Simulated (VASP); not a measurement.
# GeB4P (P6/mmm) in VASP: further runs, part 2 of 2

VASP 6.6.1. Earlier steps stand in the parts before.

## Step 4: Relaxation of cell and atoms, PBE

INCAR reads:

```
SYSTEM = GeB4P
ALGO = Fast
EDIFF = 1E-7
EDIFFG = -0.01
ENCUT = 600
GGA = PE
IBRION = 2
ISIF = 3
ISMEAR = 0
LASPH = .TRUE.
LCHARG = .FALSE.
LREAL = .FALSE.
LWAVE = .FALSE.
NELM = 100
NSW = 100
PREC = Accurate
SIGMA = 0.1
```

KPOINTS reads:

```
k-points
0
G
  12 12 6
  0 0 0
```

POSCAR reads:

```
GeB4P
1.0
    3.1585411700      0.0000000000      0.0000000000
   -1.5792705800      2.7353768900      0.0000000000
    0.0000000000      0.0000000000      6.8643290300
Ge B P
1 4 1
Direct
    0.0000000000      0.0000000000      0.0000000000
    0.3333333300      0.6666666700      0.7444408500
    0.3333333300      0.6666666700      0.2555591500
    0.6666666700      0.3333333300      0.7444408500
    0.6666666700      0.3333333300      0.2555591500
    0.0000000000      0.0000000000      0.5000000000
```

Potentials or basis: VASP PAW PBE potentials, release 64 (Ge_d, B, P).

On the command line:

```sh
$ cat potpaw_PBE.64/Ge_d/POTCAR potpaw_PBE.64/B/POTCAR potpaw_PBE.64/P/POTCAR > POTCAR
$ mpirun -np 1 vasp_std > vasp.out
```

OUTCAR:

```text
SYSTEM = GeB4P
   EDIFF = 1E-7
   EDIFFG = -0.01
   ENCUT = 600
   GGA = PE
   IBRION = 2
   ISIF = 3
   ISMEAR = 0
   LASPH = .TRUE.
   LREAL = .FALSE.
   NELM = 100
   NSW = 100
   PREC = Accurate

 ion  position               nearest neighbor table
   1  0.000  0.000  0.000-   2 2.53   3 2.53   4 2.53   5 2.53   2 2.53   3 2.53   4 2.53   5 2.53
                             4 2.53   5 2.53   2 2.53   3 2.53
   2  0.333  0.667  0.744-   4 1.82   4 1.82   4 1.82   6 2.48   6 2.48   6 2.48   1 2.53   1 2.53
                             1 2.53
   3  0.333  0.667  0.256-   5 1.82   5 1.82   5 1.82   6 2.48   6 2.48   6 2.48   1 2.53   1 2.53
                             1 2.53
   4  0.667  0.333  0.744-   2 1.82   2 1.82   2 1.82   6 2.48   6 2.48   6 2.48   1 2.53   1 2.53
                             1 2.53
   5  0.667  0.333  0.256-   3 1.82   3 1.82   3 1.82   6 2.48   6 2.48   6 2.48   1 2.53   1 2.53
                             1 2.53
   6  0.000  0.000  0.500-   2 2.48   3 2.48   4 2.48   5 2.48   2 2.48   3 2.48   4 2.48   5 2.48
                             4 2.48   5 2.48   2 2.48   3 2.48

  LATTYP: Found a hexagonal cell.
 ALAT       =     3.1585411700
 C/A-ratio  =     2.1732593183

  Lattice vectors:

 A1 = (   3.1585411700,   0.0000000000,   0.0000000000)
 A2 = (  -1.5792705800,   2.7353768900,   0.0000000000)
 A3 = (   0.0000000000,   0.0000000000,   6.8643290300)

Analysis of symmetry for initial positions (statically):
=====================================================================
 Subroutine PRICEL returns:
 Original cell was already a primitive cell.

 Routine SETGRP: Setting up the symmetry group for a
 hexagonal supercell.

 Subroutine GETGRP returns: Found 24 space group operations
 (whereof 24 operations were pure point group operations)
 out of a pool of 24 trial point group operations.

The static configuration has the point symmetry D_6h.

Analysis of symmetry for dynamics (positions and initial velocities):
[... 166 lines left out ...]
  ext. energy  EPLUGINS =         0.00000000
  ---------------------------------------------------
  free energy    TOTEN  =       -32.13241730 eV

  energy without entropy =      -32.12383879  energy(sigma->0) =      -32.12812804

------------------------ aborting loop because EDIFF is reached ----------------------------------------

  FORCE on cell =-STRESS in cart. coord.  units (eV):
  Direction    XX          YY          ZZ          XY          YZ          ZX
  --------------------------------------------------------------------------------------
  -------------------------------------------------------------------------------------
  Total       -4.4755963     -4.4755963      6.2025430     -0.0000000      0.0000000      0.0000000
  in kB     -120.9092928   -120.9092926    167.5631653     -0.0000002      0.0000000      0.0000000
  external PRESSURE =     -24.7518067 kB  Pullay stress =       0.0000000 kB
[... 101 lines left out ...]
  FREE ENERGIE OF THE ION-ELECTRON SYSTEM (eV)
  ---------------------------------------------------
  free  energy   TOTEN  =       -32.5703130418 eV

  energy  without entropy=      -32.5627799975  energy(sigma->0) =      -32.56654652

[... ionic steps 4 to 11 ...]

--------------------------------------- Ionic step       12  -------------------------------------------

 number of electron      31.0000004 magnetization

------------------------ aborting loop because EDIFF is reached ----------------------------------------
[... 75 lines left out ...]
--------------------------------------- Ionic step       14  -------------------------------------------

 number of electron      31.0000002 magnetization

 Free energy of the ion-electron system (eV)
  ---------------------------------------------------
  ext. energy  EPLUGINS =         0.00000000
  ---------------------------------------------------
  free energy    TOTEN  =       -32.70493442 eV

  energy without entropy =      -32.69926148  energy(sigma->0) =      -32.70209795

 E-fermi :   7.8079     XC(G=0): -11.7863

 val. band max:        7.8021590270   @ k =   0.2500   0.1667   0.5000
 cond. band min:       7.8286289288   @ k =   0.4167   0.1667   0.1667
 fundamental gap:      0.0264699019
 Fermi energy:         7.8078944988

 k-point     1 :       0.0000    0.0000    0.0000
  band No.  band energies     occupation
      1     -17.2667      2.00000
      2     -17.2300      2.00000
      3     -17.2300      2.00000
      4     -17.2012      2.00000
      5     -17.2012      2.00000
      6      -8.1097      2.00000
[... 505 lines left out ...]
      6      -5.9978      2.00000
[... 11 lines left out ...]
     18      10.0005      0.00000
     19      10.4788      0.00000

 [... further k-points ...]

------------------------ aborting loop because EDIFF is reached ----------------------------------------

  FORCE on cell =-STRESS in cart. coord.  units (eV):
  Direction    XX          YY          ZZ          XY          YZ          ZX
  --------------------------------------------------------------------------------------
  -------------------------------------------------------------------------------------
  Total       -0.0283530     -0.0283530      0.0174205     -0.0000000      0.0000000      0.0000000
  in kB       -0.7508706     -0.7508706      0.4613448     -0.0000000      0.0000000      0.0000000
  external PRESSURE =      -0.3467988 kB  Pullay stress =       0.0000000 kB
[... 21 lines left out ...]
  FREE ENERGIE OF THE ION-ELECTRON SYSTEM (eV)
  ---------------------------------------------------
  free  energy   TOTEN  =       -32.7049344187 eV

  energy  without entropy=      -32.6992614835  energy(sigma->0) =      -32.70209795

 reached required accuracy - stopping structural energy minimisation
```

Run time: 12 min. Hardware: 1 thread of Oxide Virtual Turin-like, shared host; peak memory 0.25 GiB.

Results:

| Quantity | Value |
| --- | --- |
| Free energy | -32.7049 eV |
| Relaxed volume | 10.08 Å³/atom |
| Relaxed cell | a = 3.020 Å, b = 3.020 Å, c = 7.657 Å, α = 90.00°, β = 90.00°, γ = 120.00° |
| Space group after relaxing (to 0.1 Å) | P6/mmm (No. 191) |
| Energy gained by relaxing | 95.4 meV/atom |
| Ionic steps | 14 |
| Pressure after relaxing | 0.0 GPa |
| Largest force after relaxing | 0.006 eV/Å |
| Band gap on the k mesh | zero (an odd number of electrons rules out a gap without spin polarisation) |

Forces on the atoms (eV/Å):
```
Ge   0.000  0.000  0.000
B    0.000  0.000 -0.006
B    0.000  0.000  0.006
B    0.000  0.000 -0.006
B    0.000  0.000  0.006
P    0.000  0.000  0.000
```

Stress tensor (GPa, compression positive):
```
-0.08  0.00  0.00
 0.00 -0.08  0.00
 0.00  0.00  0.05
```

The path:
| step | energy change (eV) | largest force (eV/Å) | pressure (GPa) | volume (Å³) |
| --- | --- | --- | --- | --- |
| 1 | 0.0000 | 0.2604 | -2.48 | 59.31 |
| 2 | -0.4073 | 0.2257 | 3.50 | 57.86 |
| 3 | -0.4379 | 0.2578 | 6.69 | 57.20 |
| 4 | -0.5142 | 0.2624 | -0.94 | 60.47 |
| 5 | -0.5142 | 0.2630 | -0.46 | 60.31 |
| 6 | -0.5290 | 0.2308 | -0.41 | 60.30 |
| 7 | -0.5606 | 0.1175 | -0.21 | 60.29 |
| 8 | -0.5510 | 0.1850 | 0.67 | 60.28 |
| 9 | -0.5697 | 0.0122 | 0.05 | 60.29 |
| 10 | -0.5708 | 0.0167 | 0.61 | 60.35 |
| 11 | -0.5722 | 0.0136 | 0.36 | 60.32 |
| 12 | -0.5721 | 0.0126 | -0.48 | 60.73 |
| 13 | -0.5725 | 0.0131 | -0.05 | 60.50 |
| 14 | -0.5725 | 0.0063 | -0.03 | 60.50 |

Final structure:
```xyz
6
Lattice="3.0205 0.0000 0.0000 -1.5102 2.6158 0.0000 0.0000 0.0000 7.6570" Properties=species:S:1:pos:R:3 pbc="T T T"
Ge    1.5102    2.6158    0.0000
B     0.0000    1.7439    5.5599
B     0.0000    1.7439    2.0971
B     1.5102    0.8719    5.5599
B     1.5102    0.8719    2.0971
P     1.5102    2.6158    3.8285
```

Levels at points of the mesh, in eV from the Fermi level:
```csv
k point,band 12,band 13,band 14,band 15,band 16,band 17,band 18,band 19
"(0.00, 0.00, 0.00)",-0.23,0.13,0.13,1.51,1.51,2.89,4.60,5.97
"(0.50, 0.00, 0.00)",-3.78,-2.90,-2.65,-1.20,-1.14,-0.81,1.68,1.83
"(0.00, 0.00, 0.50)",-0.20,-0.20,0.09,0.09,1.54,1.54,5.13,5.13
"(0.50, 0.00, 0.50)",-4.69,-4.53,-3.68,-2.84,0.74,1.16,2.21,2.73
```

Caveat: an odd number of electrons without spin polarisation forces a metal; a magnetic or distorted state may lie lower.

## Step 5: Summary

| task | cell | k mesh | cutoff (eV) | gap on the mesh (eV) | pressure (GPa) | largest force (eV/Å) |
| --- | --- | --- | --- | --- | --- | --- |
| single point | a = 3.159, b = 3.159, c = 6.864 Å, angles 90.0, 90.0, 120.0°, 6 atoms, atomic positions A | 6 × 6 × 4 | 520 | none | -2.9 | 0.31 |
| single point | a = 3.020, b = 3.020, c = 7.661 Å, angles 90.0, 90.0, 120.0°, 6 atoms, atomic positions B | 12 × 12 × 6 | 520 | none | 0.0 | 0.01 |
| relaxation of cell and atoms | relaxed from a = 3.159, b = 3.159, c = 6.864 Å, angles 90.0, 90.0, 120.0°, 6 atoms, atomic positions A | 12 × 12 × 6 | 600 | none | 0.0 | 0.01 |

Alike in all rows: level PBE; potentials or basis VASP PAW PBE potentials, release 64 (Ge_d, B, P); no spin polarisation; smearing gaussian 0.1 eV.

Caveats: some runs use coarse meshes; an odd number of electrons without spin polarisation forces a metal; a magnetic or distorted state may lie lower.

Total energies depend on the potentials used, so only differences within one code and one set of settings carry meaning.

The gap in the log of VASP goes by the Fermi energy; the results here count the filled bands.